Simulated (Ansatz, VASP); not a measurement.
# Two plane-wave programs on AlN

The input INCAR:

```
SYSTEM = AlN
PREC = Accurate
ENCUT = 520
EDIFF = 1E-6
ISMEAR = 0
SIGMA = 0.01
LREAL = .FALSE.
LASPH = .TRUE.
NELM = 80
ALGO = Normal
ISIF = 2
LWAVE = .FALSE.
LCHARG = .TRUE.
LELF = .TRUE.
LVHAR = .TRUE.
NBANDS = 16
```

KPOINTS

```
regular mesh
0
G
  12 12 6
  0 0 0
```

POSCAR

```
AlN
1.0
    3.1066945332      0.0000000000      0.0000000000
   -1.5533472666      2.6904763876      0.0000000000
    0.0000000000      0.0000000000      4.9785887007
Al N
2 2
Direct
    0.3333333333      0.6666666667     -0.0007956004
    0.6666666667      0.3333333333      0.4992043996
    0.3333333333      0.6666666667      0.3807956004
    0.6666666667      0.3333333333      0.8807956004
```

Input for Ansatz:

```yaml
crystal:
  lattice:
    - [3.1066945332, 0.0, 0.0]
    - [-1.5533472666, 2.6904763876, 0.0]
    - [0.0, 0.0, 4.9785887007]
  atoms:
    - { symbol: Al, position: [0.3333333333, 0.6666666667, -0.0007956004] }
    - { symbol: Al, position: [0.6666666667, 0.3333333333, 0.4992043996] }
    - { symbol: "N", position: [0.3333333333, 0.6666666667, 0.3807956004] }
    - { symbol: "N", position: [0.6666666667, 0.3333333333, 0.8807956004] }
kpoints:
  mp_grid: { grid: [12, 12, 6] }
  band_path:
    path:
      - [0.0, 0.0, 0.0]
      - [0.5, 0.0, 0.0]
      - [0.3333333333, 0.3333333333, 0.0]
      - [0.0, 0.0, 0.5]
      - [0.5, 0.0, 0.5]
      - [0.3333333333, 0.3333333333, 0.5]
    npoints: 1
hamiltonian:
  xc: lda
scf:
  occupations: { method: fixed }
  n_extra_bands: 5
output:
  forces: true
  stress: true
  eigenvalues: true
  write_density: true
  write_potential: true
  elf: true
  volumetric_format: npy
```

Alike in both runs: task single point; functional LDA; k mesh 12 × 12 × 6; no spin polarisation.

|  | VASP | Ansatz |
| --- | --- | --- |
| version | VASP 6.6.1 | Ansatz 0.2.0 |
| potentials or method | VASP PAW LDA potentials, release 64 (Al, N) | plane waves, PAW |
| plane-wave cutoff (eV) | 520 | 420 |
| occupations | gaussian, width 0.01 eV | fixed |
| valence electrons in the cell | 16 | 16 |

Ansatz gave:

* gap on the k mesh at the Fermi level (eV): 4.26
* pressure (GPa): -3.8

**Question.** Which values does VASP return?

**Answer.** gap on the k mesh at the Fermi level (eV): 4.27; pressure (GPa): -3.2.

LDA's correlation is that of Perdew and Zunger in VASP and of Perdew and Wang (1992) in Ansatz.
